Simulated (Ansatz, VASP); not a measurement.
## Two plane-wave programs on BN

```
B N
1.0
     2.50612    0.00000    0.00000
    -1.25306    2.17037    0.00000
     0.00000    0.00000    6.59736
B N
2 2
Direct
  0.08846 0.17693 0.45635
  0.33333 0.66667 0.00000
  0.00000 0.00000 0.00000
  0.66667 0.33333 0.50000
```

Alike in both runs: task single point; functional PBE; dispersion D3(BJ); k mesh 12 × 12 × 4; occupations gaussian, width 0.05 eV; no spin polarisation.

|  | VASP | Ansatz |
| --- | --- | --- |
| version | VASP 6.6.1 | Ansatz 0.2.0 |
| potentials or method | VASP PAW PBE potentials, release 64 (B, N), cutoff 520 eV | scalar-relativistic, plane waves, PAW |
| valence electrons in the cell | 16 | 16 |

|  | VASP | Ansatz | Ansatz less VASP |
| --- | --- | --- | --- |
| gap on the k mesh at the Fermi level (eV) | 0.98 | 0.99 | +0.005 |
| least direct gap on the mesh (eV) | 2.02 | 2.02 | +0.004 |
| pressure (GPa) | 12.1 | 12.2 | +0.09 |
| traceless stress, the component that is largest in VASP (GPa) | -15.55 | -15.47 | +0.087 |
| rms of the force components (eV/Å) | 2.182 | 2.187 | +0.0046 |

Atom by atom the forces differ by 0.015 eV/Å (rms over components).
